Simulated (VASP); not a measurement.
The system is MoS2.

```
CELL_PARAMETERS angstrom
3.12617 0.00000 0.00000
-1.56309 2.70734 0.00000
0.00000 0.00000 12.15744
ATOMIC_POSITIONS crystal
Mo 0.66667 0.33333 0.75000
Mo 0.33333 0.66667 0.25000
S 0.66667 0.33333 0.37700
S 0.33333 0.66667 0.87700
S 0.66667 0.33333 0.12300
S 0.33333 0.66667 0.62300
```

Base run:

| Item | Value |
| --- | --- |
| Program | VASP 6.6.1 |
| Functional | PBE |
| Potentials or basis | VASP PAW PBE potentials, release 64 (Mo_sv, S) |
| Cutoff | 520 eV |
| k mesh | 10 × 10 × 3 |
| Occupations | fermi-dirac, width 0.05 eV |
| Spin | no spin polarisation |

Its results: band gap on the k mesh 0.90 eV, indirect (least direct gap 1.98 eV); pressure 8.6 GPa; largest force 0.604 eV/Å.

Task: After a change of settings the same cell gave: band gap on the k mesh 0.90 eV, indirect (least direct gap 1.98 eV); pressure 4.8 GPa; largest force 0.585 eV/Å. Which change was it?
A. functional from PBE to PBEsol
B. dispersion from none to D4
C. functional from PBE to RPBE; dispersion from none to D4
D. functional from PBE to RPBE; dispersion from none to D3(BJ)

Result: B.

Dispersion adds attraction, which lowers the pressure at fixed volume and, as a term added to the energy, leaves the levels alone.

Caveats: this functional lacks dispersion, which binds the layers, so the pressure and a relaxed spacing across them are unreliable (some runs).
